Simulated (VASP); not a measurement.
# PtSe2 (P4/mmm) in VASP: a series of runs, part 3 of 3

VASP 6.6.1. The steps go on from the part before.

**5. Relaxation of cell and atoms, PBE**

This run uses another cell than the first one, of 20.90 Å³/atom, 0.736 times its volume.

INCAR

```
PREC = Accurate
ENCUT = 600
EDIFF = 1E-6
ISMEAR = 0
SIGMA = 0.1
LREAL = F
LASPH = T
NELM = 60
ALGO = Normal
ISIF = 3
LWAVE = F
LCHARG = F
GGA = PE
IBRION = 2
NSW = 100
EDIFFG = -0.01
```

KPOINTS

```
Automatic mesh
0
Gamma
  14 14 8
```

POSCAR

```
PtSe2
1.0
    3.3200057355      0.0000000000      0.0000000000
    0.0000000000      3.3200057355      0.0000000000
    0.0000000000      0.0000000000      5.6880833508
Pt Se
1 2
Direct
    0.5000000000      0.5000000000      0.0000000000
    0.0000000000      0.0000000000      0.2620808545
    0.0000000000      0.0000000000      0.7379191455
```

Potentials or basis: VASP PAW PBE potentials, release 64 (Pt, Se).

Command:

```bash
$ cat potpaw_PBE.64/Pt/POTCAR potpaw_PBE.64/Se/POTCAR > POTCAR
$ mpirun -np 1 vasp_std > vasp.out
```

OUTCAR:

```text
PREC = Accurate
   ENCUT = 600
   EDIFF = 1E-6
   ISMEAR = 0
   LREAL = F
   LASPH = T
   NELM = 60
   ISIF = 3
   GGA = PE
   IBRION = 2
   NSW = 100
   EDIFFG = -0.01

 ion  position               nearest neighbor table
   1  0.500  0.500  0.000-   2 2.78   3 2.78   2 2.78   3 2.78   2 2.78   3 2.78   2 2.78   3 2.78

   2  0.000  0.000  0.262-   3 2.71   1 2.78   1 2.78   1 2.78   1 2.78
   3  0.000  0.000  0.738-   2 2.71   1 2.78   1 2.78   1 2.78   1 2.78

  LATTYP: Found a simple tetragonal cell.
 ALAT       =     3.3200057355
 C/A-ratio  =     1.7132751579

  Lattice vectors:

 A1 = (   3.3200057355,   0.0000000000,   0.0000000000)
 A2 = (   0.0000000000,   3.3200057355,   0.0000000000)
 A3 = (   0.0000000000,   0.0000000000,   5.6880833508)

Analysis of symmetry for initial positions (statically):
=====================================================================
 Subroutine PRICEL returns:
 Original cell was already a primitive cell.

 Routine SETGRP: Setting up the symmetry group for a
 simple tetragonal supercell.

 Subroutine GETGRP returns: Found 16 space group operations
 (whereof 16 operations were pure point group operations)
 out of a pool of 16 trial point group operations.

The static configuration has the point symmetry D_4h.

Analysis of symmetry for dynamics (positions and initial velocities):
=====================================================================
 Subroutine PRICEL returns:
 Original cell was already a primitive cell.

 Routine SETGRP: Setting up the symmetry group for a
 simple tetragonal supercell.

 Subroutine GETGRP returns: Found 16 space group operations
 (whereof 16 operations were pure point group operations)
 out of a pool of 16 trial point group operations.

The dynamic configuration has the point symmetry D_4h.

 Subroutine INISYM returns: Found 16 space group operations
 (whereof 16 operations are pure point group operations),
 and found     1 'primitive' translations

----------------------------------------------------------------------------------------

                                     Primitive cell

  volume of cell :      62.6965

  direct lattice vectors                    reciprocal lattice vectors
     3.320005736  0.000000000  0.000000000     0.301204299  0.000000000  0.000000000
     0.000000000  3.320005736  0.000000000     0.000000000  0.301204299  0.000000000
     0.000000000  0.000000000  5.688083351     0.000000000  0.000000000  0.175806144

  length of vectors
     3.320005736  3.320005736  5.688083351     0.301204299  0.301204299  0.175806144

  position of ions in fractional coordinates (direct lattice)
     0.500000000  0.500000000  0.000000000
     0.000000000  0.000000000  0.262080854
     0.000000000  0.000000000  0.737919146

  ion indices of the primitive-cell ions
   primitive index   ion index
                 1           1
                 2           2
                 3           3

----------------------------------------------------------------------------------------

 KPOINTS: Automatic mesh

Automatic generation of k-mesh.
[... 52 lines left out ...]
   dimension x,y,z NGXF=    56 NGYF=   56 NGZF=   96
   ions per type =               1   2
   NGX,Y,Z   is equivalent  to a cutoff of  14.02, 14.02, 14.03 a.u.
   NGXF,Y,Z  is equivalent  to a cutoff of  28.04, 28.04, 28.06 a.u.
 SYSTEM =  unknown system
   PREC   = accura    normal or accurate (medium, high low for compatibility)
   ISTART =      0    job   : 0-new  1-cont  2-samecut
   ICHARG =      2    charge: 1-file 2-atom 10-const
   ISPIN  =      1    spin polarized calculation?
   LNONCOLLINEAR =      F non collinear calculations
   LSORBIT =      F    spin-orbit coupling
   LASPH  =      T    aspherical Exc in radial PAW
   ENCUT  =  600.0 eV  44.10 Ry    6.64 a.u.   6.63  6.63 11.36*2*pi/ulx,y,z
   NELM   =     60;   NELMIN=  2; NELMDL= -5     # of ELM steps
   EDIFF  = 0.1E-05   stopping-criterion for ELM
   LREAL  =      F    real-space projection
   EDIFFG = -.1E-01   stopping-criterion for IOM
   NSW    =    100    number of steps for IOM
   IBRION =      2    ionic relax: 0-MD 1-quasi-New 2-CG
   NFREE  =      1    steps in history (QN), initial steepest desc. (CG)
   ISIF   =      3    stress and relaxation
   ISYM   =      2    0-nonsym 1-usesym 2-fastsym
   POTIM  = 0.5000    time-step for ionic-motion
   TEBEG  =    0.0;   TEEND  =   0.0 temperature during run
   PSTRESS=    0.0 pullay stress
   NELECT =      22.0000    total number of electrons
   NUPDOWN=      -1.0000    fix difference up-down
   EMIN   =  10.00;   EMAX   =-10.00  energy-range for DOS
   EFERMI =   0.00;   METHOD = LEGACY
   ISMEAR =     0;   SIGMA  =   0.10  broadening in eV -4-tet -1-fermi 0-gaus
   EFERMI_NEDOS =   21; number of points for ismear=-14 and -15
   IALGO  =     38    algorithm
   IMIX   =      4    mixing-type and parameters
     AMIX     =   0.40;   BMIX     =  1.00
     AMIX_MAG =   1.60;   BMIX_MAG =  1.00
  volume/ion in A,a.u.               =      20.90       141.03
  Fermi-wavevector in a.u.,A,eV,Ry     =   1.154697  2.182060 18.140975  1.333324
  Thomas-Fermi vector in A             =   2.291331
   LORBIT       =      0    0 simple, 1 ext, 2 COOP (PROOUT), +10 PAW based schemes
   GGA     = PE    functional components
   LHFCALC =     F    Hartree Fock is set to
   AEXX    =    0.0000 exact exchange contribution
   IVDW    =     0    specifies the selected vdW correction
   LEPSILON=     F    determine dielectric tensor
   LRPA    =     F    only Hartree local field effects (RPA)
 conjugate gradient relaxation of ions
 non-spin polarized calculation
 Gauss-broadening in eV      SIGMA  =   0.10
  energy-cutoff  :      600.00
  volume of cell :       62.70
 maximum number of plane-waves:      2117
 NGX is ok and might be reduce to    28
   NGX = 13   NGY = 13   NGZ = 23

--------------------------------------- Ionic step        1  -------------------------------------------

 number of electron      22.0000000 magnetization

 Free energy of the ion-electron system (eV)
  ---------------------------------------------------
  ext. energy  EPLUGINS =         0.00000000
  ---------------------------------------------------
  free energy    TOTEN  =       -12.25780712 eV

  energy without entropy =      -12.24930195  energy(sigma->0) =      -12.25355454

------------------------ aborting loop because EDIFF is reached ----------------------------------------

  FORCE on cell =-STRESS in cart. coord.  units (eV):
  Direction    XX          YY          ZZ          XY          YZ          ZX
  --------------------------------------------------------------------------------------
  -------------------------------------------------------------------------------------
  Total       -0.1180654     -0.1180654      0.1718810      0.0000000      0.0000000      0.0000000
  in kB       -3.0170989     -3.0170989      4.3923290      0.0000000      0.0000000      0.0000000
  external PRESSURE =      -0.5472896 kB  Pullay stress =       0.0000000 kB
[... 209 lines left out ...]
--------------------------------------- Ionic step        7  -------------------------------------------

 number of electron      21.9999999 magnetization

 Free energy of the ion-electron system (eV)
  ---------------------------------------------------
  ext. energy  EPLUGINS =         0.00000000
  ---------------------------------------------------
  free energy    TOTEN  =       -12.25997791 eV

  energy without entropy =      -12.25212545  energy(sigma->0) =      -12.25605168

 E-fermi :   6.2041     XC(G=0): -10.6027

 val. band max:        6.1900214014   @ k =   0.3571   0.0000   0.5000
 cond. band min:       6.2105384464   @ k =   0.5000   0.0000   0.3750
 fundamental gap:      0.0205170450
 Fermi energy:         6.2041179806

 k-point     1 :       0.0000    0.0000    0.0000
  band No.  band energies     occupation
      1      -9.4570      2.00000
      2      -7.1224      2.00000
      3      -1.6813      2.00000
      4       1.7909      2.00000
      5       2.5520      2.00000
      6       2.5520      2.00000
      7       3.3939      2.00000
      8       3.7259      2.00000
      9       4.5822      2.00000
     10       4.5822      2.00000
     11       7.3785      0.00000
     12       7.9489      0.00000
     13       7.9489      0.00000
     14       8.2913      0.00000
[... 401 lines left out ...]
      2      -6.3345      2.00000
      3      -0.3713      2.00000
      4      -0.1782      2.00000
      5       1.1935      2.00000
      6       1.7229      2.00000
      7       2.7621      2.00000
      8       2.9933      2.00000
      9       4.2845      2.00000
     10       4.4141      2.00000
     11       5.4552      2.00000
     12       6.8154      0.00000
     13       8.3430      0.00000
     14       8.7544      0.00000
     15      11.7615      0.00000

 [... further k-points ...]
[... 5 lines left out ...]
  --------------------------------------------------------------------------------------
  -------------------------------------------------------------------------------------
  Total       -0.0153456     -0.0153456     -0.0018149      0.0000000     -0.0000000      0.0000000
  in kB       -0.3933915     -0.3933915     -0.0465258      0.0000000     -0.0000000      0.0000000
  external PRESSURE =      -0.2777696 kB  Pullay stress =       0.0000000 kB
[... 18 lines left out ...]
  FREE ENERGIE OF THE ION-ELECTRON SYSTEM (eV)
  ---------------------------------------------------
  free  energy   TOTEN  =       -12.2599779127 eV

  energy  without entropy=      -12.2521254481  energy(sigma->0) =      -12.25605168

 reached required accuracy - stopping structural energy minimisation
```

OSZICAR:

```text
N       E                     dE             d eps       ncg     rms          rms(c)
DAV:   1     0.121939268081E+03    0.12194E+03   -0.11122E+04  5400   0.146E+03
DAV:   2    -0.684363751604E+01   -0.12878E+03   -0.12569E+03  6957   0.240E+02
DAV:   3    -0.124866075341E+02   -0.56430E+01   -0.55548E+01  6633   0.525E+01
[... 48 lines left out ...]
       N       E                     dE             d eps       ncg     rms          rms(c)
DAV:   1    -0.122599812663E+02   -0.21780E-04   -0.18492E-03  5407   0.280E-01    0.269E-02
DAV:   2    -0.122599798832E+02    0.13831E-05   -0.81590E-05  6093   0.639E-02    0.987E-03
DAV:   3    -0.122599783173E+02    0.15659E-05   -0.57750E-06  6436   0.227E-02    0.714E-03
DAV:   4    -0.122599779127E+02    0.40458E-06   -0.18629E-06  3767   0.106E-02
   7 F= -.12259978E+02 E0= -.12256052E+02  d E =-.187427E-04
```

Run time: 4.2 min. Hardware: 1 thread of Intel Xeon 6975P-C (Granite Rapids), shared host; peak memory 0.37 GiB.

Results:

* Free energy: -12.2600 eV
* Relaxed volume: 20.83 Å³/atom
* Relaxed cell: a = 3.296 Å, b = 3.296 Å, c = 5.753 Å, α = 90.00°, β = 90.00°, γ = 90.00°
* Space group after relaxing (to 0.05 Å): P4/mmm (No. 123)
* Energy gained by relaxing: 0.7 meV/atom
* Ionic steps: 7
* Pressure after relaxing: 0.0 GPa
* Largest force after relaxing: 0.008 eV/Å
* Band gap on the k mesh: zero (band 11 reaches 7.38 eV, above the bottom of band 12 at 5.60 eV)

Forces in eV/Å, atoms in the order of the input:
```
Pt   0.000  0.000  0.000
Se   0.000  0.000 -0.008
Se   0.000  0.000  0.008
```

Step by step:
```csv
step,energy change (eV),largest force (eV/Å),pressure (GPa),volume (Å³)
1,0.0000,0.0487,-0.05,62.70
2,-0.0010,0.0336,-0.01,62.63
3,-0.0021,0.0081,0.04,62.45
4,-0.0021,0.0103,0.04,62.44
5,-0.0022,0.0127,-0.08,62.52
6,-0.0022,0.0125,-0.04,62.50
7,-0.0022,0.0085,-0.03,62.50
```

Final structure:
```cif
data_structure
_symmetry_space_group_name_H-M 'P 1'
_symmetry_Int_Tables_number 1
_cell_length_a 3.2959
_cell_length_b 3.2959
_cell_length_c 5.7535
_cell_angle_alpha 90.000
_cell_angle_beta 90.000
_cell_angle_gamma 90.000
_cell_volume 62.50
loop_
_atom_site_label
_atom_site_type_symbol
_atom_site_fract_x
_atom_site_fract_y
_atom_site_fract_z
_atom_site_occupancy
Pt1 Pt 0.50000 0.50000 0.00000 1
Se1 Se 0.00000 0.00000 0.26344 1
Se2 Se 0.00000 0.00000 0.73656 1
```

Caveat: spin-orbit coupling is left out, which moves the levels of the heavy elements.

**6. Overview**

| task | spin | cell | k mesh | cutoff (eV) | gap on the mesh (eV) | pressure (GPa) | moment (μB) | largest force (eV/Å) |
| --- | --- | --- | --- | --- | --- | --- | --- | --- |
| single point | collinear, ferromagnetic start | a = 4.747, b = 4.747, c = 3.779 Å, 3 atoms | 4 × 4 × 4 | 520 | none | 37.7 | 0.02 | 16.52 |
| single point | collinear, ferromagnetic start | a = 3.320, b = 3.320, c = 5.688 Å, 3 atoms | 6 × 6 × 4 | 520 | none | -0.1 | 0.00 | 0.04 |
| single point | off | a = 3.294, b = 3.294, c = 5.764 Å, 3 atoms | 14 × 14 × 8 | 520 | none | -0.1 | - | - |
| relaxation of cell and atoms | off | relaxed from a = 3.320, b = 3.320, c = 5.688 Å, 3 atoms | 14 × 14 × 8 | 600 | none | 0.0 | - | 0.01 |

Alike in all rows: level PBE; potentials or basis VASP PAW PBE potentials, release 64 (Pt, Se); smearing gaussian 0.1 eV.

Caveats: some runs use coarse meshes; spin-orbit coupling is left out, which moves the levels of the heavy elements; forces of over 1 eV/Å act on the atoms, so gaps and moduli don't describe the material at rest (some runs).

Total energies depend on the potentials used, so only differences within one code and one set of settings carry meaning.
